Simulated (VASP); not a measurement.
**Os: relaxation of cell and atoms with PBEsol**

Os:

```
Os
1.0
     2.74000    0.00000    0.00000
    -1.37000    2.37291    0.00000
     0.00000    0.00000    4.32646
Os
2
Direct
  0.33333 0.66667 0.75000
  0.66667 0.33333 0.25000
```

* Program: VASP 6.6.1
* Task: relaxation of cell and atoms
* Functional: PBEsol
* Potentials or basis: VASP PAW PBE potentials, release 64 (Os)
* Cutoff: 600 eV
* k mesh: 18 × 18 × 10
* Occupations: gaussian, width 0.05 eV
* Spin: no spin polarisation
* Dipole correction: no
* Further INCAR settings: ALGO = Normal; EDIFF = 1e-06; IBRION = 2; EDIFFG = -0.01; NSW = 80; ISIF = 3

| Property | Result |
| --- | --- |
| Relaxed volume | 13.91 Å³/atom |
| Relaxed cell | a = 2.728 Å, b = 2.728 Å, c = 4.316 Å, α = 90.00°, β = 90.00°, γ = 120.00° |
| Space group after relaxing (to 0.1 Å) | P6_3/mmc (No. 194) |
| Energy gained by relaxing | 2.4 meV/atom |
| Ionic steps | 7 |
| Pressure after relaxing | 0.1 GPa |
| Band gap on the k mesh | zero (bands 8 and 9 overlap by 3.99 eV) |

Step by step:
```
step  energy change (eV)  largest force (eV/Å)  pressure (GPa)  volume (Å³)
   1              0.0000                0.0000           -4.73        28.13
   2              0.0946                0.0000           24.82        26.47
   3             -0.0047                0.0000           -0.08        27.83
   4             -0.0047                0.0000            0.01        27.82
   5             -0.0047                0.0000            0.11        27.82
   6             -0.0046                0.0000            0.07        27.81
   7             -0.0047                0.0000            0.09        27.82
```

Final structure:
```cif
data_structure
_symmetry_space_group_name_H-M 'P 1'
_symmetry_Int_Tables_number 1
_cell_length_a 2.7281
_cell_length_b 2.7281
_cell_length_c 4.3155
_cell_angle_alpha 90.000
_cell_angle_beta 90.000
_cell_angle_gamma 120.000
_cell_volume 27.82
loop_
_atom_site_label
_atom_site_type_symbol
_atom_site_fract_x
_atom_site_fract_y
_atom_site_fract_z
_atom_site_occupancy
Os1 Os 0.33333 0.66667 0.75000 1
Os2 Os 0.66667 0.33333 0.25000 1
```

Levels at points of the mesh, in eV from the Fermi level:
```tsv
k point	band 5	band 6	band 7	band 8	band 9	band 10	band 11	band 12
(0.00, 0.00, 0.00)	-2.85	-2.24	-2.24	-1.56	-1.56	-0.01	1.71	1.71
(0.50, 0.00, 0.00)	-2.95	-2.61	-1.91	2.08	2.64	2.76	4.46	5.76
(0.00, 0.00, 0.50)	-3.28	-3.28	-3.28	-3.28	0.91	0.91	0.91	0.91
(0.50, 0.00, 0.50)	-1.21	-1.21	-0.18	-0.18	2.42	2.42	3.33	3.33
```

Wall time 2.4 min on 1 thread of AMD EPYC 9R14 (Zen 4) (shared host), peak memory 0.2 GiB.

Caveat: the PAW data sets were made with another functional, which shifts forces and pressure a little; spin-orbit coupling is left out, which moves the levels of the heavy elements.
